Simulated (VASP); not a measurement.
Write the native input for VASP 6.6.1 that does the following.

| Quantity | Value |
| --- | --- |
| Task | single point |
| Functional | PBEsol |
| Potentials or basis | VASP PAW PBE potentials, release 64 (Mo_sv, S) |
| Cutoff | 520 eV |
| k mesh | 8 × 8 × 8 |
| Occupations | gaussian, width 0.01 eV |
| Spin | non-collinear spin, zero start, spin-orbit coupling |
| Starting moments | [[0.0, 0.0, 0.0], [0.0, 0.0, 0.0], [0.0, 0.0, 0.0]] μB |
| Dipole correction | no |
| Further INCAR settings | ALGO = Normal; EDIFF = 1e-07; NBANDS = 39 |

The structure of MoS2 lies in POSCAR:

```
MoS2
1.0
    1.5715694880      0.9073460670      6.2807513983
   -1.5715694880      0.9073460670      6.2807513983
    0.0000000000     -1.8146921340      6.2807513983
Mo S
1 2
Direct
    0.0001015293      0.0001015293      0.0001015293
    0.2507582619      0.2507582619      0.2507582619
    0.4161402089      0.4161402089      0.4161402089
```

These files were run (other wordings do the same):

INCAR

```
SYSTEM = MoS2
  ALGO = Normal
  EDIFF = 1E-7
  ENCUT = 520
  GGA = PS
  GGA_COMPAT = .FALSE.
  ISIF = 2
  ISMEAR = 0
  LASPH = .TRUE.
  LCHARG = .FALSE.
  LMAXMIX = 4
  LORBIT = 11
  LORBMOM = .TRUE.
  LREAL = .FALSE.
  LSORBIT = .TRUE.
  LWAVE = .FALSE.
  MAGMOM = 0 0 0 0 0 0 0 0 0
  NBANDS = 39
  NELM = 150
  PREC = Accurate
  SIGMA = 0.01
```

KPOINTS

```
k-points
0
G
  8 8 8
  0 0 0
```

Potentials or basis: VASP PAW PBE potentials, release 64 (Mo_sv, S).

The run is started by

```console
$ cat potpaw_PBE.64/Mo_sv/POTCAR potpaw_PBE.64/S/POTCAR > POTCAR
$ mpirun -np 1 vasp_ncl > vasp.out
```

Results of the run:

```json
{
  "Pressure": "0.0 GPa",
  "Largest force": "0.003 eV/Å",
  "Net moment": "0.00 μB per cell",
  "Valence electrons inside the program's atomic spheres": "Mo 12.53; S 3.68"
}
```

Caveat: the PAW data sets were made with another functional, which shifts forces and pressure a little.

Wall time 52 min on 1 thread of Intel(R) Xeon(R) Platinum 8259CL CPU @ 2.50GHz (Skylake/Cascade Lake), on a shared host, peak memory 0.96 GiB.
